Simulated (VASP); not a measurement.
# Ag (Fm-3m) in VASP: settings compared, part 2 of 2

VASP 6.6.1.

## (5) Single point, r2SCAN

This run uses another cell than the first one, of 17.73 Å³/atom, 1.020 times its volume.

POSCAR reads:

```
Ag
1.0
    0.0000000000      2.0696313722      2.0696313722
    2.0696313722      0.0000000000      2.0696313722
    2.0696313722      2.0696313722      0.0000000000
Ag
1
Direct
    0.0000000000      0.0000000000      0.0000000000
```

INCAR.step1 reads:

```
PREC     = Accurate       # precision mode
ENCUT    = 520            # plane-wave cutoff, eV
ISMEAR   = -1             # smearing method
SIGMA    = 0.05           # smearing width, eV
LREAL    = False          # projectors in reciprocal space
LASPH    = True           # aspherical terms in the spheres
NELM     = 60             # most SCF steps
NBANDS   = 12             # bands
GGA      = PE             # functional
ALGO     = Normal         # electronic algorithm
EDIFF    = 1E-4           # SCF threshold, eV
LWAVE    = True           # write WAVECAR
LCHARG   = False          # write CHGCAR
```

INCAR.step2 reads:

```
PREC     = Accurate       # precision mode
ENCUT    = 520            # plane-wave cutoff, eV
EDIFF    = 1E-6           # SCF threshold, eV
ISMEAR   = -1             # smearing method
SIGMA    = 0.05           # smearing width, eV
LREAL    = False          # projectors in reciprocal space
LASPH    = True           # aspherical terms in the spheres
NELM     = 60             # most SCF steps
ALGO     = Normal         # electronic algorithm
ISIF     = 2              # what is computed and relaxed
LWAVE    = False          # write WAVECAR
LCHARG   = False          # write CHGCAR
METAGGA  = R2SCAN         # meta-GGA
LMIXTAU  = True         
NBANDS   = 12             # bands
ISTART   = 1
```

KPOINTS reads:

```
regular mesh
0
Gamma
  11 11 11
```

Potentials or basis: VASP PAW PBE potentials, release 64 (Ag).

The run is started by

```sh
> cat potpaw_PBE.64/Ag/POTCAR > POTCAR
> cp INCAR.step1 INCAR
> mpirun -np 1 vasp_std > vasp.out
> cp INCAR.step2 INCAR
> mpirun -np 1 vasp_std > vasp.out
```

OUTCAR:

```text
PREC = Accurate
   ENCUT = 520
   EDIFF = 1E-6
   ISMEAR = -1
   LREAL = False
   LASPH = True
   NELM = 60
   ISIF = 2
   METAGGA = R2SCAN
   ISTART = 1

 ion  position               nearest neighbor table
   1  0.000  0.000  0.000-

  LATTYP: Found a face centered cubic cell.
 ALAT       =     4.1392627444

  Lattice vectors:

 A1 = (   0.0000000000,   2.0696313722,   2.0696313722)
 A2 = (   2.0696313722,   0.0000000000,   2.0696313722)
 A3 = (   2.0696313722,   2.0696313722,   0.0000000000)

Analysis of symmetry for initial positions (statically):
=====================================================================
 Subroutine PRICEL returns:
 Original cell was already a primitive cell.

 Routine SETGRP: Setting up the symmetry group for a
 face centered cubic supercell.

 Subroutine GETGRP returns: Found 48 space group operations
 (whereof 48 operations were pure point group operations)
 out of a pool of 48 trial point group operations.

The static configuration has the point symmetry O_h .

Analysis of symmetry for dynamics (positions and initial velocities):
=====================================================================
 Subroutine PRICEL returns:
 Original cell was already a primitive cell.

 Routine SETGRP: Setting up the symmetry group for a
 face centered cubic supercell.

 Subroutine GETGRP returns: Found 48 space group operations
 (whereof 48 operations were pure point group operations)
 out of a pool of 48 trial point group operations.

The dynamic configuration has the point symmetry O_h .

 Subroutine INISYM returns: Found 48 space group operations
 (whereof 48 operations are pure point group operations),
 and found     1 'primitive' translations

----------------------------------------------------------------------------------------

                                     Primitive cell

  volume of cell :      17.7300

  direct lattice vectors                    reciprocal lattice vectors
     0.000000000  2.069631372  2.069631372    -0.241588916  0.241588916  0.241588916
     2.069631372  0.000000000  2.069631372     0.241588916 -0.241588916  0.241588916
     2.069631372  2.069631372  0.000000000     0.241588916  0.241588916 -0.241588916

  length of vectors
     2.926900756  2.926900756  2.926900756     0.418444277  0.418444277  0.418444277

  position of ions in fractional coordinates (direct lattice)
     0.000000000  0.000000000  0.000000000

  ion indices of the primitive-cell ions
   primitive index   ion index
                 1           1

----------------------------------------------------------------------------------------

 KPOINTS: regular mesh

Automatic generation of k-mesh.
 Grid dimensions read from file:
 generate k-points for:   11   11   11

 Generating k-lattice:

  Cartesian coordinates                     Fractional coordinates (reciprocal lattice)
    -0.021962629  0.021962629  0.021962629     0.090909091  0.000000000  0.000000000
     0.021962629 -0.021962629  0.021962629     0.000000000  0.090909091  0.000000000
     0.021962629  0.021962629 -0.021962629     0.000000000  0.000000000  0.090909091

  Length of vectors
     0.038040389  0.038040389  0.038040389

  Shift w.r.t. Gamma in fractional coordinates (k-lattice)
     0.000000000  0.000000000  0.000000000

 Subroutine IBZKPT returns following result:
 ===========================================

 Found     56 irreducible k-points:

 Following reciprocal coordinates:
            Coordinates               Weight
  0.000000  0.000000  0.000000      1.000000
  0.090909  0.000000  0.000000      8.000000
  0.181818  0.000000  0.000000      8.000000
  0.272727  0.000000  0.000000      8.000000
  0.363636  0.000000  0.000000      8.000000
  0.454545  0.000000  0.000000      8.000000
[... 16 lines left out ...]
 -0.272727  0.181818  0.000000     24.000000
 -0.181818  0.181818  0.000000     12.000000
 [... further k-points ...]
   k-points           NKPTS =     56   k-points in BZ     NKDIM =     56   number of bands    NBANDS=     12
   number of dos      NEDOS =    301   number of ions     NIONS =      1
   total plane-waves  NPLWV =  13824
   dimension x,y,z NGX =    24 NGY =   24 NGZ =   24
   dimension x,y,z NGXF=    48 NGYF=   48 NGZF=   48
   ions per type =               1
   NGX,Y,Z   is equivalent  to a cutoff of  13.63, 13.63, 13.63 a.u.
   NGXF,Y,Z  is equivalent  to a cutoff of  27.26, 27.26, 27.26 a.u.
 SYSTEM =  unknown system
   PREC   = accura    normal or accurate (medium, high low for compatibility)
   ISTART =      1    job   : 0-new  1-cont  2-samecut
   ICHARG =      0    charge: 1-file 2-atom 10-const
   ISPIN  =      1    spin polarized calculation?
   LNONCOLLINEAR =      F non collinear calculations
   LSORBIT =      F    spin-orbit coupling
   LASPH  =      T    aspherical Exc in radial PAW
   ENCUT  =  520.0 eV  38.22 Ry    6.18 a.u.   5.44  5.44  5.44*2*pi/ulx,y,z
   NELM   =     60;   NELMIN=  2; NELMDL=  0     # of ELM steps
   EDIFF  = 0.1E-05   stopping-criterion for ELM
   LREAL  =      F    real-space projection
   EDIFFG = 0.1E-04   stopping-criterion for IOM
   NSW    =      0    number of steps for IOM
   IBRION =     -1    ionic relax: 0-MD 1-quasi-New 2-CG
   NFREE  =      0    steps in history (QN), initial steepest desc. (CG)
   ISIF   =      2    stress and relaxation
   ISYM   =      2    0-nonsym 1-usesym 2-fastsym
   POTIM  = 0.5000    time-step for ionic-motion
   TEBEG  =    0.0;   TEEND  =   0.0 temperature during run
   PSTRESS=    0.0 pullay stress
   NELECT =      11.0000    total number of electrons
   NUPDOWN=      -1.0000    fix difference up-down
   EMIN   =  10.00;   EMAX   =-10.00  energy-range for DOS
   EFERMI =   0.00;   METHOD = LEGACY
   ISMEAR =    -1;   SIGMA  =   0.05  broadening in eV -4-tet -1-fermi 0-gaus
   EFERMI_NEDOS =   21; number of points for ismear=-14 and -15
   IALGO  =     38    algorithm
   IMIX   =      4    mixing-type and parameters
     AMIX     =   0.40;   BMIX     =  1.00
     AMIX_MAG =   1.60;   BMIX_MAG =  1.00
  volume/ion in A,a.u.               =      17.73       119.65
  Fermi-wavevector in a.u.,A,eV,Ry     =   1.396270  2.638568 26.525508  1.949570
  Thomas-Fermi vector in A             =   2.519641
   LORBIT       =      0    0 simple, 1 ext, 2 COOP (PROOUT), +10 PAW based schemes
   METAGGA = R2SCAN    functional components
   LHFCALC =     F    Hartree Fock is set to
   AEXX    =    0.0000 exact exchange contribution
   IVDW    =     0    specifies the selected vdW correction
   LEPSILON=     F    determine dielectric tensor
   LRPA    =     F    only Hartree local field effects (RPA)
 non-spin polarized calculation
  energy-cutoff  :      520.00
  volume of cell :       17.73
 maximum number of plane-waves:       531
 NGX is ok and might be reduce to    24
   NGX = 11   NGY = 11   NGZ = 11

 number of electron      10.9999999 magnetization

 Free energy of the ion-electron system (eV)
  ---------------------------------------------------
  ext. energy  EPLUGINS =         0.00000000
  ---------------------------------------------------
  free energy    TOTEN  =       -21.35648582 eV

  energy without entropy =      -21.35263018  energy(sigma->0) =      -21.35455800

 E-fermi :   8.2005     XC(G=0): -12.7000

 val. band max:        7.8127455424   @ k =   0.4545   0.2727   0.0000
 cond. band min:       8.2049653466   @ k =  -0.2727   0.2727   0.0000
 fundamental gap:      0.3922198042
 Fermi energy:         8.2005480934

 k-point     1 :       0.0000    0.0000    0.0000
  band No.  band energies     occupation
      1       0.2367      2.00000
      2       2.8996      2.00000
      3       2.8996      2.00000
      4       2.8996      2.00000
      5       3.8725      2.00000
      6       3.8725      2.00000
      7      24.4486      0.00000
      8      27.9361      0.00000
      9      27.9361      0.00000
     10      27.9361      0.00000
     11      32.8120      0.00000
     12      33.6040      0.00000

 k-point     2 :       0.0909    0.0000    0.0000
  band No.  band energies     occupation
      1       0.4917      2.00000
      2       2.8497      2.00000
      3       2.9652      2.00000
      4       2.9652      2.00000
      5       3.8505      2.00000
      6       3.8505      2.00000
      7      24.3306      0.00000
      8      26.1089      0.00000
      9      27.9894      0.00000
     10      27.9894      0.00000
     11      32.2874      0.00000
     12      33.3718      0.00000
[... 316 lines left out ...]
 k-point    24 :      -0.1818    0.1818    0.0000
  band No.  band energies     occupation
      1       2.1801      2.00000
      2       2.5279      2.00000
      3       3.1363      2.00000
      4       3.4865      2.00000
      5       3.5086      2.00000
      6       5.0727      2.00000
      7      19.9970      0.00000
      8      20.3285      0.00000
      9      26.9660      0.00000
     10      28.8332      0.00000
     11      29.2315      0.00000
     12      32.7755      0.00000

 [... further k-points ...]
[... 5 lines left out ...]
  --------------------------------------------------------------------------------------
  -------------------------------------------------------------------------------------
  Total       -0.2739862     -0.2739862     -0.2739862      0.0000000      0.0000000     -0.0000000
  in kB      -24.7588429    -24.7588429    -24.7588429      0.0000000      0.0000000     -0.0000000
  external PRESSURE =     -24.7588429 kB  Pullay stress =       0.0000000 kB

 VOLUME and BASIS-vectors are now :
 -----------------------------------------------------------------------------
  energy-cutoff  :      520.00
  volume of cell :       17.73
      direct lattice vectors                 reciprocal lattice vectors
     0.000000000  2.069631372  2.069631372    -0.241588916  0.241588916  0.241588916
     2.069631372  0.000000000  2.069631372     0.241588916 -0.241588916  0.241588916
     2.069631372  2.069631372  0.000000000     0.241588916  0.241588916 -0.241588916

 POSITION                                       TOTAL-FORCE (eV/Angst)
 -----------------------------------------------------------------------------------
      0.00000      0.00000      0.00000        -0.000000     -0.000000      0.000000
 -----------------------------------------------------------------------------------
    total drift:                               -0.000000      0.000000     -0.000000

  FREE ENERGIE OF THE ION-ELECTRON SYSTEM (eV)
  ---------------------------------------------------
  free  energy   TOTEN  =       -21.3564858189 eV

  energy  without entropy=      -21.3526301805  energy(sigma->0) =      -21.35455800
```

Wall time 30 s (1 thread of Intel Xeon 6975P-C, shared host); peak memory 0.15 GiB.

What came out:

```yaml
Free_energy: -21.3565 eV
Pressure: -2.5 GPa
```

Caveat: the PAW data sets were made with another functional, which shifts forces and pressure a little.

## (6) Single point, r2SCAN+D4

This run uses another cell than the first one, of 18.07 Å³/atom, 1.039 times its volume.

POSCAR reads:

```
Ag
1.0
    0.0000000000      2.0828140930      2.0828140930
    2.0828140930      0.0000000000      2.0828140930
    2.0828140930      2.0828140930      0.0000000000
Ag
1
Direct
    0.0000000000      0.0000000000      0.0000000000
```

INCAR.step1 reads:

```
SYSTEM = Ag
ALGO = Normal
EDIFF = 1E-4
ENCUT = 520
GGA = PE
ISMEAR = -1
LASPH = .TRUE.
LCHARG = .FALSE.
LREAL = .FALSE.
LWAVE = .TRUE.
NBANDS = 12
NELM = 100
PREC = Accurate
SIGMA = 0.05
```

INCAR.step2 reads:

```
SYSTEM = Ag
ALGO = Normal
EDIFF = 1E-6
ENCUT = 520
ISIF = 2
ISMEAR = -1
ISTART = 1
IVDW = 13
LASPH = .TRUE.
LCHARG = .TRUE.
LELF = .TRUE.
LMIXTAU = .TRUE.
LREAL = .FALSE.
LVHAR = .TRUE.
LWAVE = .FALSE.
METAGGA = R2SCAN
NBANDS = 12
NELM = 100
PREC = Accurate
SIGMA = 0.05
VDW_A1 = 0.51559235
VDW_A2 = 5.77342911
VDW_S6 = 1.0
VDW_S8 = 0.6018749
```

KPOINTS reads:

```
k-points
0
G
  11 11 11
  0 0 0
```

Potentials or basis: VASP PAW PBE potentials, release 64 (Ag).

The run is started by

```sh
> cat potpaw_PBE.64/Ag/POTCAR > POTCAR
> cp INCAR.step1 INCAR
> mpirun -np 1 vasp_std > vasp.out
> cp INCAR.step2 INCAR
> mpirun -np 1 vasp_std > vasp.out
```

Wall time 30 s (1 thread of Intel Xeon 6975P-C, shared host); peak memory 0.15 GiB.

The run converged. Its results:

- Free energy: -21.5363 eV
- Pressure: -5.5 GPa
- Dispersion energy per atom: -0.187 eV

Levels at points of the mesh, in eV from the Fermi level:
| k point | band 4 | band 5 | band 6 | band 7 | band 8 | band 9 |
| --- | --- | --- | --- | --- | --- | --- |
| (0.00, 0.00, 0.00) | -5.24 | -4.30 | -4.30 | 16.19 | 19.56 | 19.56 |

Caveat: the PAW data sets were made with another functional, which shifts forces and pressure a little; pairwise dispersion overbinds metals, which lowers pressure and volume.

## (7) Summary

```tsv
level	cell	gap on the mesh (eV)	pressure (GPa)
r2SCAN+D4	a = 2.908 Å, angles 60.0°, 1 atom	none	-2.3
r2SCAN+D4	a = 2.927 Å, angles 60.0°, 1 atom	none	-4.0
r2SCAN	a = 2.908 Å, angles 60.0°, 1 atom	none	-0.7
r2SCAN	a = 2.927 Å, angles 60.0°, 1 atom	none	-2.5
r2SCAN+D4	a = 2.946 Å, angles 60.0°, 1 atom	none	-5.5
```

Alike in all rows: task single point; potentials or basis VASP PAW PBE potentials, release 64 (Ag); no spin polarisation; k mesh 11 × 11 × 11; cutoff (eV) 520; smearing fermi-dirac 0.05 eV.

Caveats: the PAW data sets were made with another functional, which shifts forces and pressure a little; pairwise dispersion overbinds metals, which lowers pressure and volume (some runs).

Absolute energies hang on the potentials; compare differences alone.
